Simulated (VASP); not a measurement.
# NaH (Pm-3m) in VASP: elastic constants with LDA

Aim: the elastic constants of NaH with LDA.

Program: VASP 6.6.1. These are calculated values, not measurements. Logs are shortened: lines on timing, memory, paths and dates and some standing lists are left out, and cuts for length are marked.

## (1) The cell of the first run

Symmetry: Pm-3m, No. 221, cubic system. The conventional cell has a = 2.815 Å, b = 2.815 Å, c = 2.815 Å, α = 90.00°, β = 90.00°, γ = 90.00°. Na (site symmetry m-3m) has 8 H at 2.44 Å and 6 Na at 2.81 Å within 3.2 Å. Within 3.2 Å of H (site symmetry m-3m) lie 8 Na at 2.44 Å and 6 H at 2.81 Å.

## (2) Elastic constants, LDA

Contents of INCAR:

```
PREC     = Accurate       # precision mode
ENCUT    = 600            # plane-wave cutoff, eV
EDIFF    = 1E-8           # SCF threshold, eV
ISMEAR   = 0              # smearing method
SIGMA    = 0.01           # smearing width, eV
LREAL    = False          # projectors in reciprocal space
LASPH    = True           # aspherical terms in the spheres
NELM     = 100            # most SCF steps
ALGO     = Normal         # electronic algorithm
ISIF     = 3              # what is computed and relaxed
LWAVE    = False          # write WAVECAR
LCHARG   = False          # write CHGCAR
IBRION   = 6              # ionic algorithm
NFREE    = 2            
POTIM    = 0.015          # step
NSW      = 1              # ionic steps
```

Contents of KPOINTS:

```
regular mesh
0
Gamma
  12 12 12
```

Contents of POSCAR:

```
NaH
1.0
    2.8148000000      0.0000000000      0.0000000000
    0.0000000000      2.8148000000      0.0000000000
    0.0000000000      0.0000000000      2.8148000000
Na H
1 1
Direct
    0.0000000000      0.0000000000      0.0000000000
    0.5000000000      0.5000000000      0.5000000000
```

Potentials or basis: VASP PAW LDA potentials, release 64 (Na_pv, H).

Command:

```
cat potpaw_LDA.64/Na_pv/POTCAR potpaw_LDA.64/H/POTCAR > POTCAR
mpirun -np 1 vasp_std > vasp.out
```

OUTCAR:

```text
PREC = Accurate
   ENCUT = 600
   EDIFF = 1E-8
   ISMEAR = 0
   LREAL = False
   LASPH = True
   NELM = 100
   ISIF = 3
   IBRION = 6
   NFREE = 2
   POTIM = 0.015
   NSW = 1

 ion  position               nearest neighbor table
   1  0.000  0.000  0.000-
   2  0.500  0.500  0.500-

  LATTYP: Found a simple cubic cell.
 ALAT       =     2.8148000000

  Lattice vectors:

 A1 = (   2.8148000000,   0.0000000000,   0.0000000000)
 A2 = (   0.0000000000,   2.8148000000,   0.0000000000)
 A3 = (   0.0000000000,   0.0000000000,   2.8148000000)

Analysis of symmetry for initial positions (statically):
=====================================================================
 Subroutine PRICEL returns:
 Original cell was already a primitive cell.

 Routine SETGRP: Setting up the symmetry group for a
 simple cubic supercell.

 Subroutine GETGRP returns: Found 48 space group operations
 (whereof 48 operations were pure point group operations)
 out of a pool of 48 trial point group operations.

The static configuration has the point symmetry O_h .

Analysis of symmetry for dynamics (positions and initial velocities):
=====================================================================
 Subroutine PRICEL returns:
 Original cell was already a primitive cell.

 Routine SETGRP: Setting up the symmetry group for a
 simple cubic supercell.

 Subroutine GETGRP returns: Found 48 space group operations
 (whereof 48 operations were pure point group operations)
 out of a pool of 48 trial point group operations.

The dynamic configuration has the point symmetry O_h .

 Subroutine INISYM returns: Found 48 space group operations
 (whereof 48 operations are pure point group operations),
 and found     1 'primitive' translations

----------------------------------------------------------------------------------------

                                     Primitive cell

  volume of cell :      22.3019

  direct lattice vectors                    reciprocal lattice vectors
     2.814800000  0.000000000  0.000000000     0.355265028  0.000000000  0.000000000
     0.000000000  2.814800000  0.000000000     0.000000000  0.355265028  0.000000000
     0.000000000  0.000000000  2.814800000     0.000000000  0.000000000  0.355265028

  length of vectors
     2.814800000  2.814800000  2.814800000     0.355265028  0.355265028  0.355265028

  position of ions in fractional coordinates (direct lattice)
     0.000000000  0.000000000  0.000000000
     0.500000000  0.500000000  0.500000000

  ion indices of the primitive-cell ions
   primitive index   ion index
                 1           1
                 2           2

----------------------------------------------------------------------------------------

 KPOINTS: regular mesh

Automatic generation of k-mesh.
 Grid dimensions read from file:
 generate k-points for:   12   12   12

 Generating k-lattice:

  Cartesian coordinates                     Fractional coordinates (reciprocal lattice)
     0.029605419  0.000000000  0.000000000     0.083333333  0.000000000  0.000000000
     0.000000000  0.029605419  0.000000000     0.000000000  0.083333333  0.000000000
     0.000000000  0.000000000  0.029605419     0.000000000  0.000000000  0.083333333

  Length of vectors
     0.029605419  0.029605419  0.029605419

[... 102 lines left out ...]

  energy without entropy =       -5.09974374  energy(sigma->0) =       -5.09974374

------------------------ aborting loop because EDIFF is reached ----------------------------------------

  FORCE on cell =-STRESS in cart. coord.  units (eV):
  Direction    XX          YY          ZZ          XY          YZ          ZX
  --------------------------------------------------------------------------------------
  -------------------------------------------------------------------------------------
  Total        0.2685241      0.2685241      0.2685241      0.0000000     -0.0000000      0.0000000
  in kB       19.2908407     19.2908407     19.2908407      0.0000000     -0.0000000      0.0000000
  external PRESSURE =      19.2908407 kB  Pullay stress =       0.0000000 kB
[... 89 lines left out ...]
  FREE ENERGIE OF THE ION-ELECTRON SYSTEM (eV)
  ---------------------------------------------------
  free  energy   TOTEN  =        -5.0937212345 eV

  energy  without entropy=       -5.0937212345  energy(sigma->0) =       -5.09372123

[... ionic steps 4 to 14 ...]

--------------------------------------- Ionic step       15  -------------------------------------------

 number of electron       7.9999994 magnetization

------------------------ aborting loop because EDIFF is reached ----------------------------------------
[... 67 lines left out ...]
--------------------------------------- Ionic step       17  -------------------------------------------

 number of electron       7.9999990 magnetization

 Free energy of the ion-electron system (eV)
  ---------------------------------------------------
  ext. energy  EPLUGINS =         0.00000000
  ---------------------------------------------------
  free energy    TOTEN  =        -5.09964911 eV

  energy without entropy =       -5.09964911  energy(sigma->0) =       -5.09964911

 E-fermi :   2.2934     XC(G=0):  -9.1754

 val. band max:        2.1266266497   @ k =   0.5000   0.5000   0.5000
 cond. band min:       2.6724901116   @ k =   0.5000   0.0000   0.0000
 fundamental gap:      0.5458634619
 Fermi energy:         2.2933829420

 k-point     1 :       0.0000    0.0000    0.0000
  band No.  band energies     occupation
      1     -22.6585      2.00000
      2     -22.6584      2.00000
      3     -22.6584      2.00000
      4      -4.7989      2.00000
      5      11.8744      0.00000
      6      13.1144      0.00000
      7      13.1150      0.00000
      8      15.2329      0.00000
[... 243 lines left out ...]
 k-point    24 :       0.4167    0.3333    0.0000
  band No.  band energies     occupation
      1     -22.8866      2.00000
      2     -22.8298      2.00000
      3     -22.6177      2.00000
      4      -0.9135      2.00000
      5       5.1789      0.00000
      6       7.3969      0.00000
      7      11.8275      0.00000
      8      17.1645      0.00000

 [... further k-points ...]

------------------------ aborting loop because EDIFF is reached ----------------------------------------

  FORCE on cell =-STRESS in cart. coord.  units (eV):
  Direction    XX          YY          ZZ          XY          YZ          ZX
  --------------------------------------------------------------------------------------
  -------------------------------------------------------------------------------------
  Total        0.2690661      0.2690992      0.2690992      0.0000000      0.0000000      0.0000000
  in kB       19.3297845     19.3321612     19.3321612      0.0000000      0.0000000      0.0000000
  external PRESSURE =      19.3313690 kB  Pullay stress =       0.0000000 kB
[... 17 lines left out ...]
  FREE ENERGIE OF THE ION-ELECTRON SYSTEM (eV)
  ---------------------------------------------------
  free  energy   TOTEN  =        -5.0996491146 eV

  energy  without entropy=       -5.0996491146  energy(sigma->0) =       -5.09964911

 INTERNAL STRAIN TENSORS FROM STRAINED CELLS
 ============================================

 INTERNAL STRAIN TENSOR FOR ION    1 for displacements in x,y,z  (eV/Angst):
          X           Y           Z          XY          YZ          ZX
  --------------------------------------------------------------------------------
  x     0.00000     0.00000     0.00000     0.00000     0.00000    -0.00000
  y     0.00000     0.00000     0.00000     0.00000     0.00000     0.00000
  z     0.00000     0.00000     0.00000     0.00000     0.00000     0.00000

 INTERNAL STRAIN TENSORS FROM DISPLACED ATOMS
 ============================================

 INTERNAL STRAIN TENSOR FOR ION    1 for displacements in x,y,z  (eV/Angst):
          X           Y           Z          XY          YZ          ZX
  --------------------------------------------------------------------------------
  x     0.00000     0.00000     0.00000     0.00000     0.00000     0.00000
  y     0.00000     0.00000     0.00000     0.00000     0.00000     0.00000
  z     0.00000     0.00000     0.00000     0.00000     0.00000     0.00000

 INTERNAL STRAIN TENSOR FOR ION    2 for displacements in x,y,z  (eV/Angst):
          X           Y           Z          XY          YZ          ZX
  --------------------------------------------------------------------------------
  x     0.00000     0.00000     0.00000     0.00000     0.00000     0.00000
  y     0.00000     0.00000     0.00000     0.00000     0.00000     0.00000
  z     0.00000     0.00000     0.00000     0.00000     0.00000     0.00000

 Eigenvectors and eigenvalues of the dynamical matrix
 ----------------------------------------------------

   1 f  =   14.661340 THz    92.119917 2PiTHz  489.049664 cm-1    60.634403 meV
             X         Y         Z           dx          dy          dz
      0.000000  0.000000  0.000000    -0.000000    0.203013    0.000000
      1.407400  1.407400  1.407400    -0.000000   -0.979176    0.000000
[... 21 lines left out ...]
   6 f/i=    0.017283 THz     0.108592 2PiTHz    0.576497 cm-1     0.071476 meV
             X         Y         Z           dx          dy          dz
      0.000000  0.000000  0.000000     0.000000    0.000000   -0.979176
      1.407400  1.407400  1.407400     0.000000    0.000000   -0.203013

--------------------------------------------------------------------------------------------------------

 ELASTIC MODULI CONTR FROM IONIC RELAXATION (kBar)
 Direction    XX          YY          ZZ          XY          YZ          ZX
 --------------------------------------------------------------------------------
 XX           0.0000      0.0000      0.0000      0.0000      0.0000      0.0000
 YY           0.0000      0.0000      0.0000      0.0000      0.0000      0.0000
 ZZ           0.0000      0.0000      0.0000      0.0000      0.0000      0.0000
 XY           0.0000      0.0000      0.0000      0.0000      0.0000      0.0000
 YZ           0.0000      0.0000      0.0000      0.0000      0.0000      0.0000
 ZX           0.0000      0.0000      0.0000      0.0000      0.0000      0.0000
 --------------------------------------------------------------------------------

 TOTAL ELASTIC MODULI (kBar)
 Direction    XX          YY          ZZ          XY          YZ          ZX
 --------------------------------------------------------------------------------
 XX        1224.8877   -122.3209   -122.3209      0.0000      0.0000      0.0000
 YY        -122.3209   1224.8877   -122.3209     -0.0000     -0.0000     -0.0000
 ZZ        -122.3209   -122.3209   1224.8877      0.0000     -0.0000     -0.0000
 XY           0.0000     -0.0000      0.0000    -18.1393      0.0000      0.0000
 YZ           0.0000     -0.0000     -0.0000      0.0000    -18.1393      0.0000
 ZX           0.0000     -0.0000     -0.0000      0.0000      0.0000    -18.1393
 --------------------------------------------------------------------------------
```

Wall time 2.2 min (1 thread of Intel Xeon 6975P-C (Granite Rapids), shared host); peak memory 0.32 GiB.

Results:

| Property | Result |
| --- | --- |
| Elastic constants C11, C12, C44 | 122, -12, -2 GPa |
| Voigt bulk modulus | 33 GPa |
| Highest phonon frequency at Γ | 489 cm⁻¹ |

Phonon frequencies in cm⁻¹ (negative: imaginary):
| q point | frequencies |
| --- | --- |
| (0.000, 0.000, 0.000) | -1 -1 -1 489 489 489 |

Elastic tensor in Voigt notation (GPa, in the Cartesian axes of the cell as first typed):
```
122 -12 -12   0   0   0
-12 122 -12   0   0   0
-12 -12 122   0   0   0
  0   0   0  -2   0   0
  0   0   0   0  -2   0
  0   0   0   0   0  -2
```

Clamped-ion elastic tensor (GPa):
```
122 -12 -12   0   0   0
-12 122 -12   0   0   0
-12 -12 122   0   0   0
  0   0   0  -2   0   0
  0   0   0   0  -2   0
  0   0   0   0   0  -2
```

Caveat: the cell is under stress, which shifts elastic constants; the elastic tensor has a negative eigenvalue, so either the cell is unstable as it stands or the mesh is too thin.
